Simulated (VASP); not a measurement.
Cu2W:

```
CELL_PARAMETERS angstrom
0.00000 2.59642 2.59642
2.59642 0.00000 2.59642
2.59642 2.59642 0.00000
ATOMIC_POSITIONS crystal
Cu 0.25000 0.25000 0.25000
Cu 0.75000 0.75000 0.75000
W 0.00000 0.00000 0.00000
```

```yaml
Program: VASP 6.6.1
Task: relaxation of cell and atoms
Functional: PBE
Potentials_or_basis: VASP PAW PBE potentials, release 64 (Cu, W_sv)
Cutoff: 600 eV
k_mesh: 6 × 6 × 6
Occupations: gaussian, width 0.1 eV
Spin: no spin polarisation
```

At the start: pressure 102.7 GPa; volume 11.67 Å³/atom.

Task: How do energy, volume and symmetry change on relaxing?

Result: Over 5 steps the energy falls by 1073.1 meV/atom and the volume is 16.18 Å³/atom (+38.7 %); space group Fm-3m (No. 225, to 0.05 Å).

Step by step:
```tsv
step	energy change (eV)	largest force (eV/Å)	pressure (GPa)	volume (Å³)
1	0.0000	0.0000	102.74	35.01
2	1.2544	0.0000	-19.66	88.25
3	-3.1548	0.0000	-6.99	51.43
4	-3.2084	0.0000	-3.14	49.76
5	-3.2192	0.0000	0.30	48.55
```

Final structure:
```xyz
3
Lattice="0.0000 2.8955 2.8955 2.8955 0.0000 2.8955 2.8955 2.8955 0.0000" Properties=species:S:1:pos:R:3 pbc="T T T"
Cu    1.4477    1.4477    1.4477
Cu    4.3432    4.3432    4.3432
W     0.0000    0.0000    0.0000
```

Caveat: the volume moved by over 15 % at a fixed basis, so the end points are rough.
